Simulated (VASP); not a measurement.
# Sn2TeS (P6_3mc) in VASP: further runs

Sn2TeS is run at these levels: PBE; tasks: single point, relaxation of shape and atoms at fixed volume.

All numbers are computed with VASP 6.6.1; they aren't measurements. Logs are shortened: lines on timing, memory, paths and dates and some standing lists are left out, and cuts for length are marked.

## Step 1: The cell of the first run

Symmetry: P6_3mc, No. 186, hexagonal system. Conventional cell: a = 4.294 Å, b = 4.294 Å, c = 16.231 Å, α = 90.00°, β = 90.00°, γ = 120.00°. Within 4.0 Å of Sn (site symmetry 3m) lie 3 Te at 3.01 Å and 3 S at 3.57 Å and 1 Sn at 3.80 Å. Within 3.9 Å of Sn (site symmetry 3m) lie 3 S at 2.77 Å and 3 Te at 3.59 Å and 1 Sn at 3.80 Å. Te (site symmetry 3m) has 6 Sn at 3.01 to 3.59 Å within 4.0 Å. Within 3.7 Å of S (site symmetry 3m) lie 6 Sn at 2.77 to 3.57 Å.

## Step 2: Single point, PBE (32.39 Å³/atom)

The input, INCAR:

```
  PREC = Accurate
  ENCUT = 500
  EDIFF = 1E-6
  ISMEAR = 0
  SIGMA = 0.01
  LREAL = False
  LASPH = True
  NELM = 120
  ALGO = Normal
  ISIF = 2
  LWAVE = False
  LCHARG = False
  GGA = PE
  NBANDS = 50
  GGA_COMPAT = False
```

The input, KPOINTS:

```
regular mesh
0
Gamma
  12 12 4
```

The input, POSCAR:

```
Sn2TeS
1.0
    4.2935634967      0.0000000000      0.0000000000
   -2.1467817484      3.7183350609      0.0000000000
    0.0000000000      0.0000000000     16.2308373086
Sn Te S
4 2 2
Direct
    0.3333333333      0.6666666667      0.6158065073
    0.6666666667      0.3333333333      0.1158065073
    0.6666666667      0.3333333333      0.3500145142
    0.3333333333      0.6666666667      0.8500145142
    0.0000000000      0.0000000000      0.0104067926
    0.0000000000      0.0000000000      0.5104067926
    0.3333333333      0.6666666667      0.2737755818
    0.6666666667      0.3333333333      0.7737755818
```

Potentials or basis: VASP PAW PBE potentials, release 64 (Sn_d, Te, S).

Run with:

```bash
$ cat potpaw_PBE.64/Sn_d/POTCAR potpaw_PBE.64/Te/POTCAR potpaw_PBE.64/S/POTCAR > POTCAR
$ mpirun -np 1 vasp_std > vasp.out
```

OUTCAR:

```text
PREC = Accurate
   ENCUT = 500
   EDIFF = 1E-6
   ISMEAR = 0
   LREAL = False
   LASPH = True
   NELM = 120
   ISIF = 2
   GGA = PE

 ion  position               nearest neighbor table
   1  0.333  0.667  0.616-   6 3.01   6 3.01   6 3.01
   2  0.667  0.333  0.116-   5 3.01   5 3.01   5 3.01
   3  0.667  0.333  0.350-   7 2.77   7 2.77   7 2.77   6 3.59   6 3.59   6 3.59
   4  0.333  0.667  0.850-   8 2.77   8 2.77   8 2.77   5 3.59   5 3.59   5 3.59
   5  0.000  0.000  0.010-   2 3.01   2 3.01   2 3.01   4 3.59   4 3.59   4 3.59
   6  0.000  0.000  0.510-   1 3.01   1 3.01   1 3.01   3 3.59   3 3.59   3 3.59
   7  0.333  0.667  0.274-   3 2.77   3 2.77   3 2.77
   8  0.667  0.333  0.774-   4 2.77   4 2.77   4 2.77

  LATTYP: Found a hexagonal cell.
 ALAT       =     4.2935634967
 C/A-ratio  =     3.7802718700

  Lattice vectors:

 A1 = (   4.2935634967,   0.0000000000,   0.0000000000)
 A2 = (  -2.1467817484,   3.7183350609,   0.0000000000)
 A3 = (   0.0000000000,   0.0000000000,  16.2308373086)

Analysis of symmetry for initial positions (statically):
=====================================================================
 Subroutine PRICEL returns:
 Original cell was already a primitive cell.

 Routine SETGRP: Setting up the symmetry group for a
 hexagonal supercell.

 Subroutine GETGRP returns: Found 12 space group operations
 (whereof  6 operations were pure point group operations)
 out of a pool of 24 trial point group operations.

The static configuration has the point symmetry C_3v.
 The point group associated with its full space group is C_6v.

Analysis of symmetry for dynamics (positions and initial velocities):
=====================================================================
 Subroutine PRICEL returns:
 Original cell was already a primitive cell.

 Routine SETGRP: Setting up the symmetry group for a
 hexagonal supercell.

 Subroutine GETGRP returns: Found 12 space group operations
 (whereof  6 operations were pure point group operations)
 out of a pool of 24 trial point group operations.

The dynamic configuration has the point symmetry C_3v.
 The point group associated with its full space group is C_6v.

 Subroutine INISYM returns: Found 12 space group operations
 (whereof  6 operations are pure point group operations),
 and found     1 'primitive' translations

----------------------------------------------------------------------------------------

                                     Primitive cell

  volume of cell :     259.1238

[... 108 lines left out ...]
   POTIM  = 0.5000    time-step for ionic-motion
   TEBEG  =    0.0;   TEEND  =   0.0 temperature during run
   PSTRESS=    0.0 pullay stress
   NELECT =      80.0000    total number of electrons
   NUPDOWN=      -1.0000    fix difference up-down
   EMIN   =  10.00;   EMAX   =-10.00  energy-range for DOS
   EFERMI =   0.00;   METHOD = LEGACY
   ISMEAR =     0;   SIGMA  =   0.01  broadening in eV -4-tet -1-fermi 0-gaus
   EFERMI_NEDOS =   21; number of points for ismear=-14 and -15
   IALGO  =     38    algorithm
   IMIX   =      4    mixing-type and parameters
     AMIX     =   0.40;   BMIX     =  1.00
     AMIX_MAG =   1.60;   BMIX_MAG =  1.00
  volume/ion in A,a.u.               =      32.39       218.58
  Fermi-wavevector in a.u.,A,eV,Ry     =   1.106460  2.090906 16.656983  1.224254
  Thomas-Fermi vector in A             =   2.242961
   LORBIT       =      0    0 simple, 1 ext, 2 COOP (PROOUT), +10 PAW based schemes
   GGA     = PE    functional components
   LHFCALC =     F    Hartree Fock is set to
   AEXX    =    0.0000 exact exchange contribution
   IVDW    =     0    specifies the selected vdW correction
   LEPSILON=     F    determine dielectric tensor
   LRPA    =     F    only Hartree local field effects (RPA)
 non-spin polarized calculation
 Gauss-broadening in eV      SIGMA  =   0.01
  energy-cutoff  :      500.00
  volume of cell :      259.12
 maximum number of plane-waves:      6618
 NGX is ok and might be reduce to    32
   NGX = 15   NGY = 15   NGZ = 59

 number of electron      80.0000030 magnetization

 Free energy of the ion-electron system (eV)
  ---------------------------------------------------
  ext. energy  EPLUGINS =         0.00000000
  ---------------------------------------------------
  free energy    TOTEN  =       -32.24515536 eV

  energy without entropy =      -32.24515536  energy(sigma->0) =      -32.24515536

 E-fermi :   5.0379     XC(G=0):  -8.8839

 val. band max:        4.9952460295   @ k =   0.0833   0.0000   0.0000
 cond. band min:       5.2715582807   @ k =   0.5000   0.0000   0.0000
 fundamental gap:      0.2763122512
 Fermi energy:         5.0378814693

 k-point     1 :       0.0000    0.0000    0.0000
  band No.  band energies     occupation
      1     -16.6008      2.00000
      2     -16.6005      2.00000
      3     -16.5990      2.00000
      4     -16.5990      2.00000
      5     -16.5990      2.00000
      6     -16.5990      2.00000
[... 1261 lines left out ...]
     49       8.6748      0.00000
     50       8.8460      0.00000

 [... further k-points ...]

------------------------ aborting loop because EDIFF is reached ----------------------------------------

  FORCE on cell =-STRESS in cart. coord.  units (eV):
  Direction    XX          YY          ZZ          XY          YZ          ZX
  --------------------------------------------------------------------------------------
  -------------------------------------------------------------------------------------
  Total       -1.9075390     -1.9075390     -1.9044564      0.0000000      0.0000000      0.0000000
  in kB      -11.7944225    -11.7944225    -11.7753624      0.0000000      0.0000000      0.0000000
  external PRESSURE =     -11.7880692 kB  Pullay stress =       0.0000000 kB

 VOLUME and BASIS-vectors are now :
 -----------------------------------------------------------------------------
  energy-cutoff  :      500.00
  volume of cell :      259.12
      direct lattice vectors                 reciprocal lattice vectors
     4.293563497  0.000000000  0.000000000     0.232906769  0.134468786  0.000000000
    -2.146781748  3.718335061  0.000000000     0.000000000  0.268937571  0.000000000
     0.000000000  0.000000000 16.230837309     0.000000000  0.000000000  0.061611116

 POSITION                                       TOTAL-FORCE (eV/Angst)
 -----------------------------------------------------------------------------------
     -0.00000      2.47889      9.99506        -0.000000      0.000000      0.016774
      2.14678      1.23945      1.87964         0.000000     -0.000000      0.016774
      2.14678      1.23945      5.68103         0.000000      0.000000      0.003536
     -0.00000      2.47889     13.79645         0.000000      0.000000      0.003536
      0.00000      0.00000      0.16891        -0.000000      0.000000     -0.019235
      0.00000      0.00000      8.28433         0.000000     -0.000000     -0.019235
     -0.00000      2.47889      4.44361         0.000000     -0.000000     -0.001075
      2.14678      1.23945     12.55903        -0.000000      0.000000     -0.001075
 -----------------------------------------------------------------------------------
    total drift:                               -0.000000     -0.000000      0.000734

  FREE ENERGIE OF THE ION-ELECTRON SYSTEM (eV)
  ---------------------------------------------------
  free  energy   TOTEN  =       -32.2451553559 eV

  energy  without entropy=      -32.2451553559  energy(sigma->0) =      -32.24515536
```

OSZICAR:

```text
N       E                     dE             d eps       ncg     rms          rms(c)
DAV:   1     0.804603802717E+03    0.80460E+03   -0.35209E+04  5962   0.185E+03
DAV:   2     0.104295919680E+03   -0.70031E+03   -0.67941E+03  5724   0.526E+02
DAV:   3    -0.234381173376E+02   -0.12773E+03   -0.12103E+03  6870   0.189E+02
DAV:   4    -0.329290462514E+02   -0.94909E+01   -0.93115E+01  6604   0.511E+01
DAV:   5    -0.333249679610E+02   -0.39592E+00   -0.39463E+00  7872   0.108E+01    0.933E+00
DAV:   6    -0.321894256805E+02    0.11355E+01   -0.21581E+00  7870   0.681E+00    0.642E+00
DAV:   7    -0.322478743405E+02   -0.58449E-01   -0.98693E-01  7206   0.293E+00    0.256E+00
DAV:   8    -0.322429986348E+02    0.48757E-02   -0.69363E-02  7384   0.156E+00    0.572E-01
DAV:   9    -0.322440101481E+02   -0.10115E-02   -0.13995E-02  6888   0.578E-01    0.217E-01
DAV:  10    -0.322447440399E+02   -0.73389E-03   -0.26560E-03  8002   0.172E-01    0.141E-01
DAV:  11    -0.322451532731E+02   -0.40923E-03   -0.59846E-04  7344   0.125E-01    0.564E-02
DAV:  12    -0.322451447595E+02    0.85136E-05   -0.12247E-04  7250   0.823E-02    0.171E-02
DAV:  13    -0.322451525381E+02   -0.77786E-05   -0.26319E-05  5816   0.275E-02    0.498E-03
DAV:  14    -0.322451549821E+02   -0.24440E-05   -0.58041E-06  5498   0.117E-02    0.251E-03
DAV:  15    -0.322451553559E+02   -0.37380E-06   -0.61942E-07  4080   0.527E-03
   1 F= -.32245155E+02 E0= -.32245155E+02  d E =-.749260E-12
```

It took 18 min on 1 thread of Oxide Virtual Turin-like, shared host; peak memory 0.69 GiB.

What came out:

| Item | Value |
| --- | --- |
| Free energy | -32.2452 eV |
| Pressure | -1.2 GPa |
| Largest force | 0.019 eV/Å |
| Band gap on the k mesh | 0.28 eV (least direct gap 1.03 eV) |

Forces in eV/Å, atoms in the order of the input:
```
Sn   0.000  0.000  0.017
Sn   0.000  0.000  0.017
Sn   0.000  0.000  0.004
Sn   0.000  0.000  0.004
Te   0.000  0.000 -0.019
Te   0.000  0.000 -0.019
S    0.000  0.000 -0.001
S    0.000  0.000 -0.001
```

Caveat: semilocal functionals underestimate gaps, and a narrow one can read as zero; spin-orbit coupling is left out, which moves the levels of the heavy elements. A k mesh can miss the band edges.

(Part 1 of 3 ends here.)

The gap in the log of VASP goes by the Fermi energy; the results here count the filled bands.